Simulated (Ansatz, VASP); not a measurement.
Two plane-wave programs on BN

The input INCAR:

```
ALGO     = Normal         # electronic algorithm
EDIFF    = 1E-6           # SCF threshold, eV
EDIFFG   = -0.025         # ionic threshold
ENCUT    = 600            # plane-wave cutoff, eV
GGA      = PE             # functional
IBRION   = 2              # ionic algorithm
ISIF     = 3              # what is computed and relaxed
ISMEAR   = 0              # smearing method
LASPH    = T              # aspherical terms in the spheres
LCHARG   = F              # write CHGCAR
LREAL    = F              # projectors in reciprocal space
LWAVE    = F              # write WAVECAR
NELM     = 80             # most SCF steps
NSW      = 80             # ionic steps
PREC     = Accurate       # precision mode
SIGMA    = 0.1            # smearing width, eV
```

The input KPOINTS:

```
k-points
0
Gamma
  6 4 4
```

POSCAR

```
BN
1.0
   -1.8377888602     -0.0032570295     -1.8398009912
   -1.7491475912     -3.5753483823      1.7446456631
   -1.8584728916      3.6911877418      1.8669990817
B N
4 4
Direct
    0.4858179340      0.8416409303      0.1099316966
    0.0053991137      0.3892450034      0.1286222494
    0.0316730990      0.8371931705      0.6071640108
    0.5348587050      0.3897799215      0.6487838714
   -0.0142334704      0.7729293275      0.2470468474
    0.5275127568      0.2653956584      0.2595328070
    0.4855742099      0.7457689039      0.7340966340
   -0.0566023481      0.2580470846      0.7648218833
```

Input for Ansatz:

```yaml
crystal:
  lattice:
    - [-1.8377888602, -0.0032570295, -1.8398009912]
    - [-1.7491475912, -3.5753483823, 1.7446456631]
    - [-1.8584728916, 3.6911877418, 1.8669990817]
  atoms:
    - { symbol: B, position: [0.485817934, 0.8416409303, 0.1099316966] }
    - { symbol: B, position: [0.0053991137, 0.3892450034, 0.1286222494] }
    - { symbol: B, position: [0.031673099, 0.8371931705, 0.6071640108] }
    - { symbol: B, position: [0.534858705, 0.3897799215, 0.6487838714] }
    - { symbol: "N", position: [-0.0142334704, 0.7729293275, 0.2470468474] }
    - { symbol: "N", position: [0.5275127568, 0.2653956584, 0.259532807] }
    - { symbol: "N", position: [0.4855742099, 0.7457689039, 0.734096634] }
    - { symbol: "N", position: [-0.0566023481, 0.2580470846, 0.7648218833] }
basis:
  ecutwfc: 420
kpoints:
  mp_grid: { grid: [6, 4, 4] }
hamiltonian:
  xc: pbe
scf:
  occupations: { method: gaussian, width: 0.1 }
  lower_state_search: "off"
output:
  forces: true
  stress: true
  eigenvalues: true
relax:
  adjacent_minimum: "off"
  f_tol: 0.025
  max_steps: 60
  cell: { stress_tol: 0.25 }
```

Change from the starting cell: cell x4, atoms moved at random (sigma 0.1 Å) and cell strained at random (1.5 %), then relaxed without symmetry.

Alike in both runs: task relaxation of cell and atoms; functional PBE; k mesh 6 × 4 × 4; occupations gaussian, width 0.1 eV; no spin polarisation.

|  | VASP | Ansatz |
| --- | --- | --- |
| version | VASP 6.6.1 | Ansatz 0.2.0 |
| potentials or method | VASP PAW PBE potentials, release 64 (B, N), cutoff 600 eV | scalar-relativistic, plane waves, PAW |
| valence electrons in the cell | 32 | 32 |

```tsv
	VASP	Ansatz	Ansatz less VASP
gap on the k mesh at the Fermi level, each at its own relaxed structure (eV)	4.45	4.46	+0.015
relaxed volume (Å³/atom)	5.95	5.95	+0.001
relaxed length of the cell vector where the two differ most in proportion (Å)	2.563	2.563	+0.0002
```
